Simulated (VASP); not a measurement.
A run of VASP 6.6.1 is set up as follows.

INCAR

```
PREC = Accurate
ENCUT = 520
EDIFF = 1E-7
ISMEAR = 0
SIGMA = 0.1
LREAL = False
LASPH = True
NELM = 100
ALGO = Normal
ISIF = 2
LWAVE = False
LCHARG = True
GGA = PE
LELF = True
LVHAR = True
NBANDS = 24
```

The input KPOINTS:

```
regular mesh
0
Gamma
  6 6 6
```

Contents of POSCAR:

```
Al2Co
1.0
   -2.3380987789      2.3380987789      4.2232341814
    2.3380987789     -2.3380987789      4.2232341814
    2.3380987789      2.3380987789     -4.2232341814
Al Co
4 2
Direct
    0.2804705744      0.2804705744      0.0000000000
    1.0304705744      0.5304705744      0.5000000000
    0.4695294256     -0.0304705744      0.5000000000
    0.7195294256      0.7195294256      0.0000000000
    0.0000000000      0.0000000000      0.0000000000
    0.7500000000      0.2500000000      0.5000000000
```

Potentials or basis: VASP PAW PBE potentials, release 64 (Al, Co).

Run with:

```sh
$ cat potpaw_PBE.64/Al/POTCAR potpaw_PBE.64/Co/POTCAR > POTCAR
$ mpirun -np 1 vasp_std > vasp.out
```

(1) Predict the band gap on the k mesh.

(2) Predict the largest force.

(3) Predict the pressure.

Results:

(1) zero (band 15 reaches 8.52 eV, above the bottom of band 16 at 7.40 eV).

(2) 0.006 eV/Å.

(3) -0.2 GPa.
